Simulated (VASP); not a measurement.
Set up this calculation in VASP 6.6.1, as the native input.

```
Task                   : electric field gradients
Functional             : PBE
Potentials or basis    : VASP PAW PBE potentials, release 64 (Mg)
Cutoff                 : 520 eV
k mesh                 : 19 × 19 × 19
Occupations            : methfessel-paxton, width 0.005 eV
Spin                   : no spin polarisation
Dipole correction      : no
Further INCAR settings : ALGO = Normal; EDIFF = 1e-08; NBANDS = 7
```

The structure of Mg lies in POSCAR:

```
Mg
1.0
   -1.4565448511      1.4565448511      1.4565448511
    1.4565448511     -1.4565448511      1.4565448511
    1.4565448511      1.4565448511     -1.4565448511
Mg
1
Direct
    0.0000000000      0.0000000000      0.0000000000
```

This isn't the form of Mg at room conditions, which is hcp.

The input as run:

INCAR

```
SYSTEM = Mg
  PREC = Accurate
  ENCUT = 520
  EDIFF = 1E-8
  ISMEAR = 1
  SIGMA = 0.005
  LREAL = .FALSE.
  LASPH = .TRUE.
  NELM = 60
  ALGO = Normal
  ISIF = 2
  LWAVE = .FALSE.
  LCHARG = .FALSE.
  GGA = PE
  LEFG = .TRUE.
  NBANDS = 7
```

KPOINTS

```
regular mesh
0
G
  19 19 19
  0 0 0
```

Potentials or basis: VASP PAW PBE potentials, release 64 (Mg).

Command:

```sh
$ cat potpaw_PBE.64/Mg/POTCAR > POTCAR
$ mpirun -np 1 vasp_std > vasp.out
```

Results of the run:

```json
{
 "Pressure": "73.6 GPa",
 "Band gap on the k mesh": "zero (bands 1 and 2 overlap by 4.20 eV)",
 "Largest electric field gradient by atom": "zero within the noise of the run"
}
```

Caveat: the cell stands under pressure.

It took 24 s on 1 thread of Intel Xeon 8259CL, on a shared host, peak memory 0.14 GiB.
